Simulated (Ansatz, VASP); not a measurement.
This is a calculation of I for Ansatz 0.2.0.

input.yaml

```yaml
crystal:
  lattice:
    - [0.0, 2.3656004428, 3.9098401324]
    - [2.1922454667, 0.0, 3.9098401324]
    - [2.1922454667, 2.3656004428, 0.0]
  atoms:
    - { symbol: I, position: [0.0, 0.0, 0.0] }
kpoints:
  mp_grid: { grid: [9, 9, 9] }
scf:
  occupations: { method: gaussian, width: 0.014 }
hamiltonian:
  xc: pbe
  pseudopotentials: { kind: all_electron, lapw: { basis_error: 0.001 } }
output:
  forces: true
  stress: true
  eigenvalues: true
```

Potentials or basis: all-electron LAPW, scalar-relativistic.

Launch:

```bash
$ ansatz run input.yaml --threads 1 --pin off --max-ram 3072MiB --backend cpu --events-out ev --progress --plain --runs-dir out
```

Question: Translate it to VASP 6.6.1. Potentials there: VASP PAW PBE potentials, release 64 (I).

Answer: As run (the cutoff follows the program's own potentials):

INCAR

```
SYSTEM = I
ALGO = Normal
EDIFF = 1E-6
ENCUT = 520
GGA = PE
ISIF = 2
ISMEAR = 0
LASPH = .TRUE.
LCHARG = .FALSE.
LREAL = .FALSE.
LWAVE = .FALSE.
NBANDS = 10
NELM = 100
PREC = Accurate
SIGMA = 0.014
```

The input KPOINTS:

```
k-points
0
G
  9 9 9
  0 0 0
```

The input POSCAR:

```
I
1.0
    0.0000000000      2.3656004428      3.9098401324
    2.1922454667      0.0000000000      3.9098401324
    2.1922454667      2.3656004428      0.0000000000
I
1
Direct
    0.0000000000      0.0000000000      0.0000000000
```

Potentials or basis: VASP PAW PBE potentials, release 64 (I).

Command:

```sh
$ cat potpaw_PBE.64/I/POTCAR > POTCAR
$ mpirun -np 1 vasp_std > vasp.out
```

Both were run:

|  | VASP | Ansatz | Ansatz less VASP |
| --- | --- | --- | --- |
| gap on the k mesh at the Fermi level (eV) | none | none | - |
| pressure (GPa) | 0.4 | 0.5 | +0.05 |
| traceless stress, the component that is largest in VASP (GPa) | 0.35 | 0.31 | -0.040 |

A gap of «none» marks a metal or a gap that the smearing closes. Ansatz ran all-electron here, and VASP with PAW potentials.

Neither program's run includes spin-orbit coupling.
